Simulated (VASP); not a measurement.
# HfB: single point with PBEsol

Crystal: HfB.

```
CELL_PARAMETERS angstrom
0.00000 2.39370 2.39370
2.22614 0.00000 2.39370
2.22614 2.39370 0.00000
ATOMIC_POSITIONS crystal
Hf 0.50000 0.50000 0.50000
B 0.00000 0.00000 0.00000
```

This cell differs from its parent crystal: the cell strained.

```
Program                : VASP 6.6.1
Task                   : single point
Functional             : PBEsol
Potentials or basis    : VASP PAW PBE potentials, release 64 (Hf_pv, B)
Cutoff                 : 520 eV
k mesh                 : 16 × 16 × 16
Occupations            : gaussian, width 0.15 eV
Spin                   : no spin polarisation
Dipole correction      : no
Further INCAR settings : ALGO = Normal; EDIFF = 1e-07; NBANDS = 14
```

```yaml
Pressure: 17.5 GPa
Band_gap_on_the_k_mesh: zero (an odd number of electrons rules out a gap without spin polarisation)
```

Stress tensor (GPa, compression positive):
```
41.07  0.00  0.00
 0.00  5.78  0.00
 0.00  0.00  5.78
```

Levels at points of the mesh, in eV from the Fermi level:
| k point | band 5 | band 6 | band 7 | band 8 | band 9 | band 10 |
| --- | --- | --- | --- | --- | --- | --- |
| (0.00, 0.00, 0.00) | 1.86 | 1.86 | 2.69 | 3.61 | 3.73 | 3.73 |
| (0.50, 0.00, 0.00) | -4.08 | -1.48 | -1.26 | 5.95 | 6.63 | 7.38 |
| (0.50, 0.50, 0.00) | -1.28 | -1.00 | 2.32 | 2.70 | 5.77 | 7.16 |
| (0.00, 0.50, 0.50) | -1.15 | -0.35 | 1.91 | 1.91 | 6.11 | 7.50 |

It took 2.3 min on 1 thread of Intel(R) Xeon(R) Platinum 8375C CPU @ 2.90GHz (Ice Lake), with other jobs on the host, peak memory 0.25 GiB.

Caveat: the cell differs from its parent crystal (the cell strained); the cell stands under pressure; the PAW data sets were made with another functional, which shifts forces and pressure a little; spin-orbit coupling is left out, which moves the levels of the heavy elements.
